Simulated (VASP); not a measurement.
# B (Im-3m) in VASP: further runs, part 2 of 2

VASP 6.6.1. Earlier steps stand in the parts before.

### 5 Single point, BLYP (volume scaled by 0.96)

The input, INCAR:

```
SYSTEM = B
  PREC = Accurate
  ENCUT = 520
  EDIFF = 1E-7
  ISMEAR = -1
  SIGMA = 0.1
  LREAL = .FALSE.
  LASPH = .TRUE.
  NELM = 100
  ALGO = Normal
  ISIF = 2
  LWAVE = .FALSE.
  LCHARG = .TRUE.
  GGA = B5
  ALDAX = 1.0
  AGGAX = 1.0
  AGGAC = 1.0
  ALDAC = 0.0
  LELF = .TRUE.
  LVHAR = .TRUE.
  NBANDS = 8
```

The input, KPOINTS:

```
Automatic mesh
0
G
  21 21 21
  0 0 0
```

The input, POSCAR:

```
B
1.0
   -1.1568069318      1.1568069318      1.1568069318
    1.1568069318     -1.1568069318      1.1568069318
    1.1568069318      1.1568069318     -1.1568069318
B
1
Direct
    0.0000000000      0.0000000000      0.0000000000
```

Launch:

```console
cat potpaw_PBE.64/B/POTCAR > POTCAR
mpirun -np 1 vasp_std > vasp.out
```

It took 22 s on 1 thread of AMD EPYC 7R43 (Zen 3), shared host; peak memory 0.08 GiB.

The run converged. Its results:

* Free energy: -4.0149 eV
* Pressure: 7.8 GPa

Levels at points of the mesh, in eV from the Fermi level:
```tsv
k point	band 1	band 2	band 3	band 4	band 5
(0.00, 0.00, 0.00)	-18.35	15.00	15.00	15.00	33.75
```

Caveat: the PAW data sets were made with another functional, which shifts forces and pressure a little.

### 6 Single point, BLYP

The input, INCAR:

```
SYSTEM = B
AGGAC = 1.0 ; AGGAX = 1.0
ALDAC = 0.0 ; ALDAX = 1.0
ALGO = Normal ; EDIFF = 1E-7
ENCUT = 520 ; GGA = B5
ISIF = 2 ; ISMEAR = -1
LASPH = .True. ; LCHARG = .True.
LELF = .True. ; LREAL = .False.
LVHAR = .True. ; LWAVE = .False.
NBANDS = 8 ; NELM = 100
PREC = Accurate ; SIGMA = 0.1
```

The input, KPOINTS:

```
k-points
0
Gamma
  21 21 21
  0 0 0
```

The input, POSCAR:

```
B
1.0
   -1.1726555715      1.1726555715      1.1726555715
    1.1726555715     -1.1726555715      1.1726555715
    1.1726555715      1.1726555715     -1.1726555715
B
1
Direct
    0.0000000000      0.0000000000      0.0000000000
```

Potentials or basis: VASP PAW PBE potentials, release 64 (B).

Launch:

```console
cat potpaw_PBE.64/B/POTCAR > POTCAR
mpirun -np 1 vasp_std > vasp.out
```

OUTCAR:

```text
SYSTEM = B
   EDIFF = 1E-7
   ENCUT = 520
   GGA = B5
   ISIF = 2
   ISMEAR = -1
   LASPH = .True.
   LREAL = .False.
   NELM = 100
   PREC = Accurate

 ion  position               nearest neighbor table
   1  0.000  0.000  0.000-

  LATTYP: Found a body centered cubic cell.
 ALAT       =     2.3453111430

  Lattice vectors:

 A1 = (  -1.1726555715,   1.1726555715,   1.1726555715)
 A2 = (   1.1726555715,  -1.1726555715,   1.1726555715)
 A3 = (   1.1726555715,   1.1726555715,  -1.1726555715)

Analysis of symmetry for initial positions (statically):
=====================================================================
 Subroutine PRICEL returns:
 Original cell was already a primitive cell.

 Routine SETGRP: Setting up the symmetry group for a
 body centered cubic supercell.

 Subroutine GETGRP returns: Found 48 space group operations
 (whereof 48 operations were pure point group operations)
 out of a pool of 48 trial point group operations.

The static configuration has the point symmetry O_h .

Analysis of symmetry for dynamics (positions and initial velocities):
[... 153 lines left out ...]

  energy without entropy =       -4.01157882  energy(sigma->0) =       -4.01629443

 E-fermi :   9.7590     XC(G=0): -12.0225

 val. band max:        9.6996033293   @ k =  -0.4762   0.4762   0.4762
 cond. band min:       9.7930137959   @ k =   0.2381   0.2381   0.1905
 fundamental gap:      0.0934104666
 Fermi energy:         9.7590324910

 k-point     1 :       0.0000    0.0000    0.0000
  band No.  band energies     occupation
      1      -8.0848      2.00000
      2      24.2202      0.00000
      3      24.2202      0.00000
      4      24.2202      0.00000
      5      42.7678      0.00000
      6      42.7678      0.00000
      7      42.7678      0.00000
      8      46.8860      0.00000
[... 243 lines left out ...]
 k-point    24 :       0.1905    0.0952    0.0000
  band No.  band energies     occupation
      1      -5.3064      2.00000
      2      17.1288      0.00000
      3      19.4813      0.00000
      4      22.2363      0.00000
      5      35.5103      0.00000
      6      35.9852      0.00000
      7      43.9596      0.00000
      8      49.8187      0.00000

 [... further k-points ...]
[... 5 lines left out ...]
  --------------------------------------------------------------------------------------
  -------------------------------------------------------------------------------------
  Total       -0.0028827     -0.0028827     -0.0028827     -0.0000000      0.0000000      0.0000000
  in kB       -0.7160488     -0.7160488     -0.7160488     -0.0000000      0.0000000      0.0000000
  external PRESSURE =      -0.7160488 kB  Pullay stress =       0.0000000 kB

 VOLUME and BASIS-vectors are now :
 -----------------------------------------------------------------------------
  energy-cutoff  :      520.00
  volume of cell :        6.45
      direct lattice vectors                 reciprocal lattice vectors
    -1.172655571  1.172655571  1.172655571     0.000000000  0.426382658  0.426382658
     1.172655571 -1.172655571  1.172655571     0.426382658  0.000000000  0.426382658
     1.172655571  1.172655571 -1.172655571     0.426382658  0.426382658  0.000000000

 POSITION                                       TOTAL-FORCE (eV/Angst)
 -----------------------------------------------------------------------------------
      0.00000      0.00000      0.00000         0.000000     -0.000000      0.000000
 -----------------------------------------------------------------------------------
    total drift:                               -0.000000     -0.000000     -0.000000

  FREE ENERGIE OF THE ION-ELECTRON SYSTEM (eV)
  ---------------------------------------------------
  free  energy   TOTEN  =        -4.0210100280 eV

  energy  without entropy=       -4.0115788243  energy(sigma->0) =       -4.01629443
```

Wall time 27 s (1 thread of AMD EPYC 7R43 (Zen 3), shared host); peak memory 0.08 GiB.

What came out:

| Item | Value |
| --- | --- |
| Free energy | -4.0210 eV |
| Pressure | -0.1 GPa |

Caveat: the PAW data sets were made with another functional, which shifts forces and pressure a little.

### 7 Summary

```csv
cell,k mesh,gap on the mesh (eV),pressure (GPa)
"a = 2.031 Å, angles 109.5°, 1 atom",18 × 18 × 18,none,0.0
"a = 1.946 Å, angles 109.5°, 1 atom",21 × 21 × 21,none,30.6
"a = 1.975 Å, angles 109.5°, 1 atom",21 × 21 × 21,none,17.9
"a = 2.004 Å, angles 109.5°, 1 atom",21 × 21 × 21,none,7.8
"a = 2.031 Å, angles 109.5°, 1 atom",21 × 21 × 21,none,-0.1
```

Alike in all rows: task single point; level BLYP; potentials or basis VASP PAW PBE potentials, release 64 (B); no spin polarisation; cutoff (eV) 520; smearing fermi-dirac 0.1 eV.

Caveats: the PAW data sets were made with another functional, which shifts forces and pressure a little.

Absolute energies hang on the potentials; compare differences alone.
